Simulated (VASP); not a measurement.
# Mn (Pm-3n) in VASP: notebook

The runs below take Mn through single point, with r2SCAN.

All numbers are computed with VASP 6.6.1; they aren't measurements. Logs are shortened: lines on timing, memory, paths and dates and some standing lists are left out, and cuts for length are marked.

**1. The cell of the first run**

It takes space group Pm-3n (No. 223, cubic). The conventional cell has a = 4.379 Å, b = 4.379 Å, c = 4.379 Å, α = 90.00°, β = 90.00°, γ = 90.00°. Mn (site symmetry m-3) has 12 Mn at 2.45 Å within 3.2 Å. Mn (site symmetry -4m2) has 14 Mn at 2.19 to 2.68 Å within 2.9 Å.

**2. Single point, r2SCAN**

Contents of POSCAR:

```
Mn
1.0
    4.3788381888      0.0000000000      0.0000000000
    0.0000000000      4.3788381888      0.0000000000
    0.0000000000      0.0000000000      4.3788381888
Mn
8
Direct
    0.0000000000      0.0000000000      1.0000000000
    0.5000000000      0.5000000000      0.5000000000
    0.2500000000      0.0000000000      0.5000000000
    0.7500000000      0.0000000000      0.5000000000
    0.5000000000      0.2500000000      1.0000000000
    0.5000000000      0.7500000000      1.0000000000
    1.0000000000      0.5000000000      0.2500000000
    1.0000000000      0.5000000000      0.7500000000
```

Contents of INCAR.step1:

```
ALGO = Normal ; EDIFF = 1E-4
ENCUT = 520 ; GGA = PE
ISMEAR = -1 ; LASPH = True
LCHARG = False ; LREAL = False
LWAVE = True ; NBANDS = 62
NELM = 60 ; PREC = Accurate
SIGMA = 0.1
```

Contents of INCAR.step2:

```
ALGO = Normal ; EDIFF = 1E-7
ENCUT = 520 ; ISIF = 2
ISMEAR = -1 ; ISTART = 1
LASPH = True ; LCHARG = False
LMIXTAU = True ; LREAL = False
LWAVE = False ; METAGGA = R2SCAN
NBANDS = 62 ; NELM = 60
PREC = Accurate ; SIGMA = 0.1
```

Contents of KPOINTS:

```
k-points
0
Gamma
  6 6 6
```

Potentials or basis: VASP PAW PBE potentials, release 64 (Mn_pv).

Launch:

```sh
cat potpaw_PBE.64/Mn_pv/POTCAR > POTCAR
cp INCAR.step1 INCAR
mpirun -np 1 vasp_std > vasp.out
cp INCAR.step2 INCAR
mpirun -np 1 vasp_std > vasp.out
```

OUTCAR:

```text
EDIFF = 1E-7
   ENCUT = 520
   ISIF = 2
   ISMEAR = -1
   ISTART = 1
   LASPH = True
   LREAL = False
   METAGGA = R2SCAN
   NELM = 60
   PREC = Accurate

 ion  position               nearest neighbor table
   1  0.000  0.000  0.000-   3 2.45   4 2.45   5 2.45   6 2.45   7 2.45   8 2.45   3 2.45   4 2.45
                             7 2.45   8 2.45   5 2.45   6 2.45
   2  0.500  0.500  0.500-   3 2.45   4 2.45   5 2.45   6 2.45   7 2.45   8 2.45   5 2.45   6 2.45
                             3 2.45   4 2.45   7 2.45   8 2.45
   3  0.250  0.000  0.500-   4 2.19   4 2.19   1 2.45   1 2.45   2 2.45   2 2.45   8 2.68   5 2.68
                             5 2.68   6 2.68   6 2.68   7 2.68   8 2.68   7 2.68
   4  0.750  0.000  0.500-   3 2.19   3 2.19   1 2.45   1 2.45   2 2.45   2 2.45   8 2.68   5 2.68
                             5 2.68   6 2.68   6 2.68   7 2.68   8 2.68   7 2.68
   5  0.500  0.250  0.000-   6 2.19   6 2.19   1 2.45   2 2.45   2 2.45   1 2.45   8 2.68   4 2.68
                             3 2.68   4 2.68   3 2.68   7 2.68   7 2.68   8 2.68
   6  0.500  0.750  0.000-   5 2.19   5 2.19   1 2.45   2 2.45   2 2.45   1 2.45   8 2.68   4 2.68
                             3 2.68   4 2.68   3 2.68   7 2.68   7 2.68   8 2.68
   7  0.000  0.500  0.250-   8 2.19   8 2.19   1 2.45   2 2.45   1 2.45   2 2.45   3 2.68   4 2.68
                             5 2.68   3 2.68   4 2.68   6 2.68   5 2.68   6 2.68
   8  0.000  0.500  0.750-   7 2.19   7 2.19   1 2.45   2 2.45   1 2.45   2 2.45   3 2.68   4 2.68
                             5 2.68   3 2.68   4 2.68   6 2.68   5 2.68   6 2.68

  LATTYP: Found a simple cubic cell.
 ALAT       =     4.3788381888

  Lattice vectors:

 A1 = (   4.3788381888,   0.0000000000,   0.0000000000)
 A2 = (   0.0000000000,   4.3788381888,   0.0000000000)
 A3 = (   0.0000000000,   0.0000000000,   4.3788381888)

Analysis of symmetry for initial positions (statically):
=====================================================================
 Subroutine PRICEL returns:
 Original cell was already a primitive cell.

 Routine SETGRP: Setting up the symmetry group for a
 simple cubic supercell.

 Subroutine GETGRP returns: Found 48 space group operations
 (whereof 24 operations were pure point group operations)
 out of a pool of 48 trial point group operations.

The static configuration has the point symmetry T_h .
 The point group associated with its full space group is O_h .

Analysis of symmetry for dynamics (positions and initial velocities):
=====================================================================
 Subroutine PRICEL returns:
 Original cell was already a primitive cell.

 Routine SETGRP: Setting up the symmetry group for a
 simple cubic supercell.
[... 122 lines left out ...]
   TEBEG  =    0.0;   TEEND  =   0.0 temperature during run
   PSTRESS=    0.0 pullay stress
   NELECT =     104.0000    total number of electrons
   NUPDOWN=      -1.0000    fix difference up-down
   EMIN   =  10.00;   EMAX   =-10.00  energy-range for DOS
   EFERMI =   0.00;   METHOD = LEGACY
   ISMEAR =    -1;   SIGMA  =   0.10  broadening in eV -4-tet -1-fermi 0-gaus
   EFERMI_NEDOS =   21; number of points for ismear=-14 and -15
   IALGO  =     38    algorithm
   IMIX   =      4    mixing-type and parameters
     AMIX     =   0.40;   BMIX     =  1.00
     AMIX_MAG =   1.60;   BMIX_MAG =  1.00
  volume/ion in A,a.u.               =      10.50        70.82
  Fermi-wavevector in a.u.,A,eV,Ry     =   1.758168  3.322456 42.057715  3.091155
  Thomas-Fermi vector in A             =   2.827379
   LORBIT       =      0    0 simple, 1 ext, 2 COOP (PROOUT), +10 PAW based schemes
   METAGGA = R2SCAN    functional components
   LHFCALC =     F    Hartree Fock is set to
   AEXX    =    0.0000 exact exchange contribution
   IVDW    =     0    specifies the selected vdW correction
   LEPSILON=     F    determine dielectric tensor
   LRPA    =     F    only Hartree local field effects (RPA)
 non-spin polarized calculation
  energy-cutoff  :      520.00
  volume of cell :       83.96
 maximum number of plane-waves:      2301
 NGX is ok and might be reduce to    36
   NGX = 17   NGY = 17   NGZ = 17

 number of electron     103.9999911 magnetization

 Free energy of the ion-electron system (eV)
  ---------------------------------------------------
  ext. energy  EPLUGINS =         0.00000000
  ---------------------------------------------------
  free energy    TOTEN  =      -114.60812560 eV

  energy without entropy =     -114.21487121  energy(sigma->0) =     -114.41149840

 E-fermi :  10.9830     XC(G=0): -15.5593

 val. band max:       10.9735104145   @ k =   0.1667   0.0000   0.0000
 cond. band min:      10.9901140631   @ k =   0.1667   0.1667   0.0000
 fundamental gap:      0.0166036486
 Fermi energy:        10.9830345615

 k-point     1 :       0.0000    0.0000    0.0000
  band No.  band energies     occupation
      1     -39.8216      2.00000
      2     -39.8216      2.00000
      3     -39.7161      2.00000
      4     -39.4456      2.00000
      5     -39.4456      2.00000
      6     -39.4456      2.00000
[... 1289 lines left out ...]
     61      12.2285      0.00001
     62      12.2285      0.00001

------------------------ aborting loop because EDIFF is reached ----------------------------------------

  FORCE on cell =-STRESS in cart. coord.  units (eV):
  Direction    XX          YY          ZZ          XY          YZ          ZX
  --------------------------------------------------------------------------------------
  -------------------------------------------------------------------------------------
  Total        0.2360146      0.2360146      0.2360146      0.0000000     -0.0000000     -0.0000000
  in kB        4.5037352      4.5037352      4.5037352      0.0000000     -0.0000000     -0.0000000
  external PRESSURE =       4.5037352 kB  Pullay stress =       0.0000000 kB

 VOLUME and BASIS-vectors are now :
 -----------------------------------------------------------------------------
  energy-cutoff  :      520.00
  volume of cell :       83.96
      direct lattice vectors                 reciprocal lattice vectors
     4.378838189  0.000000000  0.000000000     0.228371079  0.000000000  0.000000000
     0.000000000  4.378838189  0.000000000     0.000000000  0.228371079  0.000000000
     0.000000000  0.000000000  4.378838189     0.000000000  0.000000000  0.228371079

 POSITION                                       TOTAL-FORCE (eV/Angst)
 -----------------------------------------------------------------------------------
      0.00000      0.00000      0.00000        -0.000000      0.000000      0.000000
      2.18942      2.18942      2.18942        -0.000000      0.000000      0.000000
      1.09471      0.00000      2.18942        -0.000000     -0.000000     -0.000000
      3.28413      0.00000      2.18942         0.000000     -0.000000      0.000000
      2.18942      1.09471      0.00000        -0.000000     -0.000000     -0.000000
      2.18942      3.28413      0.00000         0.000000      0.000000      0.000000
      0.00000      2.18942      1.09471         0.000000      0.000000     -0.000000
      0.00000      2.18942      3.28413         0.000000      0.000000      0.000000
 -----------------------------------------------------------------------------------
    total drift:                                0.000000      0.000000     -0.000000

  FREE ENERGIE OF THE ION-ELECTRON SYSTEM (eV)
  ---------------------------------------------------
  free  energy   TOTEN  =      -114.6081256000 eV

  energy  without entropy=     -114.2148712054  energy(sigma->0) =     -114.41149840
```

OUTCAR.step1:

```text
EDIFF = 1E-4
   ENCUT = 520
   GGA = PE
   ISMEAR = -1
   LASPH = True
   LREAL = False
[... 1546 lines left out ...]
      2.18942      3.28413      0.00000        -0.000000     -0.000000     -0.000000
      0.00000      2.18942      1.09471         0.000000      0.000000      0.000000
      0.00000      2.18942      3.28413         0.000000      0.000000     -0.000000
 -----------------------------------------------------------------------------------
    total drift:                                0.000000      0.000000     -0.000000

  FREE ENERGIE OF THE ION-ELECTRON SYSTEM (eV)
  ---------------------------------------------------
  free  energy   TOTEN  =       -71.7454810278 eV

  energy  without entropy=      -71.3358002943  energy(sigma->0) =      -71.54064066
```

OSZICAR.step1:

```text
N       E                     dE             d eps       ncg     rms          rms(c)
DAV:   1     0.144477558853E+04    0.14448E+04   -0.57556E+04  2584   0.240E+03
DAV:   2     0.556547125431E+02   -0.13891E+04   -0.13597E+04  2480   0.689E+02
DAV:   3    -0.774191002250E+02   -0.13307E+03   -0.12639E+03  3134   0.212E+02
DAV:   4    -0.843925272077E+02   -0.69734E+01   -0.66058E+01  3160   0.429E+01
DAV:   5    -0.846284013599E+02   -0.23587E+00   -0.23332E+00  3006   0.802E+00    0.389E+01
DAV:   6    -0.735518542903E+02    0.11077E+02   -0.10688E+02  2832   0.706E+01    0.184E+01
DAV:   7    -0.901462227079E+02   -0.16594E+02   -0.15419E+02  3364   0.716E+01    0.555E+01
DAV:   8    -0.716330824615E+02    0.18513E+02   -0.77605E+01  3388   0.503E+01    0.833E+00
DAV:   9    -0.717933779207E+02   -0.16030E+00   -0.55807E+00  3282   0.124E+01    0.247E+00
DAV:  10    -0.718003953325E+02   -0.70174E-02   -0.70563E-01  3234   0.679E+00    0.367E+00
DAV:  11    -0.717577584082E+02    0.42637E-01   -0.99636E-02  3444   0.287E+00    0.179E+00
DAV:  12    -0.717458949035E+02    0.11864E-01   -0.48152E-02  3348   0.162E+00    0.473E-01
DAV:  13    -0.717459253396E+02   -0.30436E-04   -0.30528E-03  2870   0.392E-01    0.367E-01
DAV:  14    -0.717455885030E+02    0.33684E-03   -0.55982E-03  3412   0.584E-01    0.159E-01
DAV:  15    -0.717454874260E+02    0.10108E-03   -0.10047E-03  2828   0.274E-01    0.433E-02
DAV:  16    -0.717454810278E+02    0.63982E-05   -0.21959E-05  1522   0.425E-02
   1 F= -.71745481E+02 E0= -.71540641E+02  d E =-.409681E+00
```

Wall time 8.1 min (1 thread of Intel Xeon Platinum 8259CL at 2.50GHz (Skylake/Cascade Lake), shared host); peak memory 0.24 GiB.

Results:

```
Free energy            : -114.6081 eV
Pressure               : 0.5 GPa
Band gap on the k mesh : zero (band 52 reaches 11.14 eV, above the bottom of band 53 at 10.83 eV)
```

Caveat: the PAW data sets were made with another functional, which shifts forces and pressure a little; the run has no spin polarisation, though such a crystal can be magnetic.

**3. Single point, r2SCAN**

POSCAR is that of step 2.

Contents of INCAR.step1:

```
SYSTEM = Mn
PREC = Accurate ; ENCUT = 520
ISMEAR = -1 ; SIGMA = 0.1
LREAL = .False. ; LASPH = .True.
NELM = 80 ; NBANDS = 62
GGA = PE ; ALGO = Normal
EDIFF = 1E-4 ; LWAVE = .True.
LCHARG = .False.
```

Contents of INCAR.step2:

```
SYSTEM = Mn
PREC = Accurate ; ENCUT = 520
EDIFF = 1E-6 ; ISMEAR = -1
SIGMA = 0.1 ; LREAL = .False.
LASPH = .True. ; NELM = 80
ALGO = Normal ; ISIF = 2
LWAVE = .False. ; LCHARG = .True.
METAGGA = R2SCAN ; LMIXTAU = .True.
LELF = .True. ; LVHAR = .True.
NBANDS = 62 ; ISTART = 1
```

Contents of KPOINTS:

```
Automatic mesh
0
Gamma
  8 8 8
  0 0 0
```

Potentials or basis: VASP PAW PBE potentials, release 64 (Mn_pv).

Launch:

```sh
cat potpaw_PBE.64/Mn_pv/POTCAR > POTCAR
cp INCAR.step1 INCAR
mpirun -np 1 vasp_std > vasp.out
cp INCAR.step2 INCAR
mpirun -np 1 vasp_std > vasp.out
```

It took 13 min on 1 thread of Intel Xeon Platinum 8259CL at 2.50GHz (Skylake/Cascade Lake), shared host; peak memory 0.29 GiB.

It converged, with:

| Property | Result |
| --- | --- |
| Free energy | -114.5644 eV |
| Pressure | 0.7 GPa |
| Band gap on the k mesh | zero (band 52 reaches 11.21 eV, above the bottom of band 53 at 10.78 eV) |

Levels at points of the mesh, in eV from the Fermi level:
```csv
k point,band 49,band 50,band 51,band 52,band 53,band 54,band 55,band 56
"(0.00, 0.00, 0.00)",-1.12,0.04,0.04,0.04,0.06,0.06,0.06,0.31
"(0.50, 0.00, 0.00)",-0.51,-0.51,-0.44,-0.44,-0.15,-0.15,0.39,0.39
"(0.50, 0.50, 0.00)",-0.81,-0.81,-0.65,-0.18,0.22,0.45,0.46,0.61
"(0.50, 0.50, 0.50)",-0.10,-0.10,-0.10,-0.10,-0.10,-0.10,0.99,0.99
```

Caveat: the PAW data sets were made with another functional, which shifts forces and pressure a little; the run has no spin polarisation, though such a crystal can be magnetic.
